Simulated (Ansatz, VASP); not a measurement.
## BaTe in VASP and in Ansatz

```xyz
2
Lattice="-0.0151 3.8990 3.8990 3.8990 -0.0151 3.8990 3.8990 3.8990 -0.0151" Properties=species:S:1:pos:R:3 pbc="T T T"
Ba   -0.0033   -0.0033   -0.0033
Te    1.9490    1.9490    1.9490
```

Change from the starting cell: shear_111 strain -0.6%.

Alike in both runs: task single point; functional PBE; k mesh 6 × 6 × 6; occupations fermi-dirac, width 0.02 eV; no spin polarisation.

```csv
,VASP,Ansatz
version,VASP 6.6.1,Ansatz 0.2.0
potentials or method,"VASP PAW PBE potentials, release 64 (Ba_sv, Te)","plane waves, PAW"
plane-wave cutoff (eV),520,420
valence electrons in the cell,16,26
```

Ansatz gave:

```
gap on the k mesh at the Fermi level (eV) : 2.57
pressure (GPa)                            : 0.1
```

Task: Which values does VASP return?

Result: gap on the k mesh at the Fermi level (eV): 2.59; pressure (GPa): 0.3.

VASP's potentials hold 16 valence electrons a cell and Ansatz's 26, so a difference there can come from the potentials and not from the codes.

Spin-orbit coupling is off throughout.
